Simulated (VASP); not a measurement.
Wanted: the native input for a VASP 6.6.1 run.

```
Task                   : single point
Functional             : PBEsol
Potentials or basis    : VASP PAW PBE potentials, release 64 (Mg, B)
Cutoff                 : 520 eV
k mesh                 : 18 × 18 × 14
Occupations            : gaussian, width 0.15 eV
Spin                   : no spin polarisation
Dipole correction      : no
Further INCAR settings : ALGO = Normal; EDIFF = 1e-06; NBANDS = 11
```

The structure of MgB2 lies in POSCAR:

```
MgB2
1.0
    2.9392233386      0.0000000000      0.0000000000
   -1.4696116693      2.5454420786      0.0000000000
    0.0000000000      0.0000000000      3.2240999035
Mg B
1 2
Direct
    0.0000000000      0.0000000000      0.0000000000
    0.3333333333      0.6666666667      0.5000000000
    0.6666666667      0.3333333333      0.5000000000
```

This cell differs from its parent crystal: strain -0.040 along x and y, -0.080 along z.

These files were run (other wordings do the same):

INCAR

```
PREC = Accurate
ENCUT = 520
EDIFF = 1E-6
ISMEAR = 0
SIGMA = 0.15
LREAL = F
LASPH = T
NELM = 80
ALGO = Normal
ISIF = 2
LWAVE = F
LCHARG = F
GGA = PS
NBANDS = 11
```

KPOINTS

```
regular mesh
0
Gamma
  18 18 14
```

Potentials or basis: VASP PAW PBE potentials, release 64 (Mg, B).

The run is started by

```console
$ cat potpaw_PBE.64/Mg/POTCAR potpaw_PBE.64/B/POTCAR > POTCAR
$ mpirun -np 1 vasp_std > vasp.out
```

It gave:

```yaml
Pressure: 32.7 GPa
Band_gap_on_the_k_mesh: zero (band 4 reaches 8.80 eV, above the bottom of band 5 at 4.14 eV)
```

Caveat: the cell differs from its parent crystal (strain -0.040 along x and y, -0.080 along z); the PAW data sets were made with another functional, which shifts forces and pressure a little.

Wall time 74 s on 1 thread of AMD EPYC 7R43 64-Core Processor (Zen 3), with other jobs on the host, peak memory 0.17 GiB.
